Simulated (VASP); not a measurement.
# Gd (Im-3m) in VASP: single point with PBE

Aim: the single point of Gd with PBE.

Program: VASP 6.6.1. These are calculated values, not measurements. Logs are shortened: lines on timing, memory, paths and dates and some standing lists are left out, and cuts for length are marked.

**1. The cell of the first run**

The structure is cubic, space group Im-3m (No. 229). Conventional cell: a = 4.076 Å, b = 4.076 Å, c = 4.076 Å, α = 90.00°, β = 90.00°, γ = 90.00°. Within 4.6 Å of Gd (site symmetry m-3m) lie 14 Gd at 3.53 to 4.08 Å.

This isn't the form of Gd at room conditions, which is hcp.

**2. Single point, PBE, collinear spin, ferromagnetic start**

Contents of INCAR:

```
ALGO     = Normal         # electronic algorithm
EDIFF    = 1E-6           # SCF threshold, eV
ENCUT    = 600            # plane-wave cutoff, eV
GGA      = PE             # functional
GGA_COMPAT= False        
ISIF     = 2              # what is computed and relaxed
ISMEAR   = -1             # smearing method
ISPIN    = 2              # spin polarisation
LASPH    = True           # aspherical terms in the spheres
LCHARG   = False          # write CHGCAR
LMAXMIX  = 6              # l up to which the mixer works
LORBIT   = 11             # projections on sites
LREAL    = False          # projectors in reciprocal space
LWAVE    = False          # write WAVECAR
MAGMOM   = 7              # initial moments
NBANDS   = 19             # bands
NELM     = 200            # most SCF steps
PREC     = Accurate       # precision mode
SIGMA    = 0.05           # smearing width, eV
```

Contents of KPOINTS:

```
k-points
0
Gamma
  13 13 13
```

Contents of POSCAR:

```
Gd
1.0
   -2.0378388472      2.0378388472      2.0378388472
    2.0378388472     -2.0378388472      2.0378388472
    2.0378388472      2.0378388472     -2.0378388472
Gd
1
Direct
    0.0000000000      0.0000000000      0.0000000000
```

Potentials or basis: VASP PAW PBE potentials, release 64 (Gd).

On the command line:

```bash
cat potpaw_PBE.64/Gd/POTCAR > POTCAR
mpirun -np 1 vasp_std > vasp.out
```

OUTCAR:

```text
EDIFF = 1E-6
   ENCUT = 600
   GGA = PE
   ISIF = 2
   ISMEAR = -1
   ISPIN = 2
   LASPH = True
   LORBIT = 11
   LREAL = False
   NELM = 200
   PREC = Accurate

 ion  position               nearest neighbor table
   1  0.000  0.000  0.000-

  LATTYP: Found a body centered cubic cell.
 ALAT       =     4.0756776944

  Lattice vectors:

 A1 = (  -2.0378388472,   2.0378388472,   2.0378388472)
 A2 = (   2.0378388472,  -2.0378388472,   2.0378388472)
 A3 = (   2.0378388472,   2.0378388472,  -2.0378388472)

Analysis of symmetry for initial positions (statically):
=====================================================================
 Subroutine PRICEL returns:
 Original cell was already a primitive cell.

 Routine SETGRP: Setting up the symmetry group for a
 body centered cubic supercell.

 Subroutine GETGRP returns: Found 48 space group operations
 (whereof 48 operations were pure point group operations)
 out of a pool of 48 trial point group operations.

The static configuration has the point symmetry O_h .

Analysis of symmetry for dynamics (positions and initial velocities):
=====================================================================
 Subroutine PRICEL returns:
 Original cell was already a primitive cell.

 Routine SETGRP: Setting up the symmetry group for a
 body centered cubic supercell.

 Subroutine GETGRP returns: Found 48 space group operations
 (whereof 48 operations were pure point group operations)
 out of a pool of 48 trial point group operations.

The dynamic configuration has the point symmetry O_h .

Analysis of structural, dynamic, and magnetic symmetry:
=====================================================================
 Subroutine PRICEL returns:
 Original cell was already a primitive cell.

 Routine SETGRP: Setting up the symmetry group for a
 body centered cubic supercell.

 Subroutine GETGRP returns: Found 48 space group operations
 (whereof 48 operations were pure point group operations)
 out of a pool of 48 trial point group operations.

The overall configuration has the point symmetry O_h .

 Subroutine INISYM returns: Found 48 space group operations
 (whereof 48 operations are pure point group operations),
 and found     1 'primitive' translations

----------------------------------------------------------------------------------------

                                     Primitive cell

  volume of cell :      33.8508
[... 98 lines left out ...]
   NELECT =      18.0000    total number of electrons
   NUPDOWN=      -1.0000    fix difference up-down
   EMIN   =  10.00;   EMAX   =-10.00  energy-range for DOS
   EFERMI =   0.00;   METHOD = LEGACY
   ISMEAR =    -1;   SIGMA  =   0.05  broadening in eV -4-tet -1-fermi 0-gaus
   EFERMI_NEDOS =   21; number of points for ismear=-14 and -15
   IALGO  =     38    algorithm
   IMIX   =      4    mixing-type and parameters
     AMIX     =   0.40;   BMIX     =  1.00
     AMIX_MAG =   1.60;   BMIX_MAG =  1.00
  volume/ion in A,a.u.               =      33.85       228.44
  Fermi-wavevector in a.u.,A,eV,Ry     =   1.326302  2.506348 23.933704  1.759078
  Thomas-Fermi vector in A             =   2.455699
   LORBIT       =     11    0 simple, 1 ext, 2 COOP (PROOUT), +10 PAW based schemes
   GGA     = PE    functional components
   LHFCALC =     F    Hartree Fock is set to
   AEXX    =    0.0000 exact exchange contribution
   IVDW    =     0    specifies the selected vdW correction
   LEPSILON=     F    determine dielectric tensor
   LRPA    =     F    only Hartree local field effects (RPA)
 spin polarized calculation
  energy-cutoff  :      600.00
  volume of cell :       33.85
 maximum number of plane-waves:      1157
   NGX = 15   NGY = 15   NGZ = 15

 number of electron      18.0000009 magnetization       7.6561718

 Free energy of the ion-electron system (eV)
  ---------------------------------------------------
  ext. energy  EPLUGINS =         0.00000000
  ---------------------------------------------------
  free energy    TOTEN  =       -11.62241122 eV

  energy without entropy =      -11.60464157  energy(sigma->0) =      -11.61352640

 E-fermi :   2.8739     XC(G=0):  -9.8742

 val. band max:        2.8647507553   @ k =   0.2308   0.0769   0.0769
 cond. band min:       2.8764376452   @ k =  -0.3846  -0.4615   0.1538
 fundamental gap:      0.0116868899
 Fermi energy:         2.8738788102

 spin component 1

 k-point     1 :       0.0000    0.0000    0.0000
  band No.  band energies     occupation
      1     -42.4835      1.00000
      2     -19.5233      1.00000
      3     -19.5233      1.00000
      4     -19.5233      1.00000
      5      -2.1814      1.00000
      6      -2.1010      1.00000
[... 517 lines left out ...]
     18      12.8627      0.00000
     19      12.9217      0.00000

 [... further k-points ...]

 spin component 2

 k-point     1 :       0.0000    0.0000    0.0000
  band No.  band energies     occupation
      1     -39.2302      1.00000
      2     -17.1136      1.00000
      3     -17.1136      1.00000
      4     -17.1136      1.00000
      5      -1.2856      1.00000
      6       3.2073      0.00127
[... 517 lines left out ...]
     18      13.9327      0.00000
     19      14.2169      0.00000

 [... further k-points ...]

------------------------ aborting loop because EDIFF is reached ----------------------------------------

  FORCE on cell =-STRESS in cart. coord.  units (eV):
  Direction    XX          YY          ZZ          XY          YZ          ZX
  --------------------------------------------------------------------------------------
  -------------------------------------------------------------------------------------
  Total       -0.1482809     -0.1482809     -0.1482809     -0.0000000      0.0000000     -0.0000000
  in kB       -7.0182079     -7.0182079     -7.0182079     -0.0000000      0.0000000     -0.0000000
  external PRESSURE =      -7.0182079 kB  Pullay stress =       0.0000000 kB

 VOLUME and BASIS-vectors are now :
 -----------------------------------------------------------------------------
  energy-cutoff  :      600.00
  volume of cell :       33.85
      direct lattice vectors                 reciprocal lattice vectors
    -2.037838847  2.037838847  2.037838847     0.000000000  0.245357969  0.245357969
     2.037838847 -2.037838847  2.037838847     0.245357969  0.000000000  0.245357969
     2.037838847  2.037838847 -2.037838847     0.245357969  0.245357969  0.000000000

 POSITION                                       TOTAL-FORCE (eV/Angst)
 -----------------------------------------------------------------------------------
      0.00000      0.00000      0.00000         0.000000      0.000000     -0.000000
 -----------------------------------------------------------------------------------
    total drift:                                0.000000      0.000000      0.000000

  FREE ENERGIE OF THE ION-ELECTRON SYSTEM (eV)
  ---------------------------------------------------
  free  energy   TOTEN  =       -11.6224112246 eV

  energy  without entropy=      -11.6046415669  energy(sigma->0) =      -11.61352640

 total charge

# of ion       s       p       d       f       tot
--------------------------------------------------
    1        2.071   5.562   0.577   6.980  15.190

 magnetization (x)

# of ion       s       p       d       f       tot
--------------------------------------------------
    1        0.002  -0.057   0.244   6.823   7.011
```

OSZICAR:

```text
N       E                     dE             d eps       ncg     rms          rms(c)
DAV:   1     0.106720917805E+03    0.10672E+03   -0.69270E+03  8178   0.526E+03
DAV:   2     0.740375029675E+01   -0.99317E+02   -0.86322E+02  8237   0.336E+02
DAV:   3    -0.769246891590E+01   -0.15096E+02   -0.14721E+02  9637   0.107E+02
[... 21 lines left out ...]
DAV:  25    -0.116224132426E+02    0.12008E-05   -0.70603E-07  5931   0.114E-02    0.546E-02
DAV:  26    -0.116224154747E+02   -0.22321E-05   -0.13529E-06  5340   0.276E-02    0.762E-02
DAV:  27    -0.116224121961E+02    0.32786E-05   -0.26995E-06  7320   0.402E-02    0.364E-02
DAV:  28    -0.116224111904E+02    0.10057E-05   -0.23125E-06  6083   0.329E-02    0.741E-03
DAV:  29    -0.116224112246E+02   -0.34265E-07   -0.31304E-07  4615   0.125E-02
   1 F= -.11622411E+02 E0= -.11613526E+02  d E =-.177697E-01  mag=     7.6561
```

It took 5.6 min on 1 thread of AMD EPYC 9755, shared host; peak memory 0.23 GiB.

What came out:

| Property | Result |
| --- | --- |
| Free energy | -11.6224 eV |
| Pressure | -0.7 GPa |
| Net moment | 7.66 μB per cell |
| Site moments | Gd +7.01 μB |
| Valence electrons inside the program's atomic spheres | Gd 15.19 |

Caveat: spin-orbit coupling is left out, which moves the levels of the heavy elements; semilocal functionals describe open f shells poorly, which spoils levels, moments and volumes.
